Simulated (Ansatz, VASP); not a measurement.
# One calculation of SbMo, two programs

INCAR

```
SYSTEM = SbMo
PREC     = Accurate       ! precision mode
ENCUT    = 520            ! plane-wave cutoff, eV
EDIFF    = 1E-6           ! SCF threshold, eV
ISMEAR   = -1             ! smearing method
SIGMA    = 0.1            ! smearing width, eV
LREAL    = .FALSE.        ! projectors in reciprocal space
LASPH    = .TRUE.         ! aspherical terms in the spheres
NELM     = 60             ! most SCF steps
ALGO     = Normal         ! electronic algorithm
ISIF     = 2              ! what is computed and relaxed
LWAVE    = .FALSE.        ! write WAVECAR
LCHARG   = .TRUE.         ! write CHGCAR
LELF     = .TRUE.         ! ELF
LVHAR    = .TRUE.       
NBANDS   = 16             ! bands
```

Contents of KPOINTS:

```
regular mesh
0
G
  13 13 13
  0 0 0
```

The input POSCAR:

```
SbMo
1.0
    0.0000000000      2.6153992382      2.6153992382
    2.6153992382      0.0000000000      2.6153992382
    2.6153992382      2.6153992382      0.0000000000
Mo Sb
1 1
Direct
    0.0000000000      0.0000000000      0.0000000000
    0.5000000000      0.5000000000      0.5000000000
```

Input for Ansatz:

```yaml
crystal:
  lattice:
    - [0.0, 2.6153992382, 2.6153992382]
    - [2.6153992382, 0.0, 2.6153992382]
    - [2.6153992382, 2.6153992382, 0.0]
  atoms:
    - { symbol: Mo, position: [0.0, 0.0, 0.0] }
    - { symbol: Sb, position: [0.5, 0.5, 0.5] }
kpoints:
  mp_grid: { grid: [13, 13, 13] }
scf:
  occupations: { method: fermi_dirac, width: 0.1 }
hamiltonian:
  xc: lda
  pseudopotentials: { kind: paw }
output:
  forces: true
  stress: true
  eigenvalues: true
  populations: true
  write_density: true
  write_potential: true
  elf: true
  volumetric_format: npy
```

Change from the starting cell: volume scaled by 0.9, PAW files.

Alike in both runs: task single point; functional LDA; k mesh 13 × 13 × 13; occupations fermi-dirac, width 0.1 eV; no spin polarisation.

|  | VASP | Ansatz |
| --- | --- | --- |
| version | VASP 6.6.1 | Ansatz 0.2.0 |
| potentials or method | VASP PAW LDA potentials, release 64 (Mo_sv, Sb) | PAW with Ansatz's default frozen-core files, scalar-relativistic |
| plane-wave cutoff (eV) | 520 | 420 |
| valence electrons in the cell | 19 | 29 |

|  | VASP | Ansatz | Ansatz less VASP |
| --- | --- | --- | --- |
| pressure (GPa) | 19.9 | 19.4 | -0.47 |

LDA's correlation is that of Perdew and Zunger in VASP and of Perdew and Wang (1992) in Ansatz. VASP's potentials hold 19 valence electrons a cell and Ansatz's 29, so a difference there can come from the potentials and not from the codes.

Neither program's run includes spin-orbit coupling.
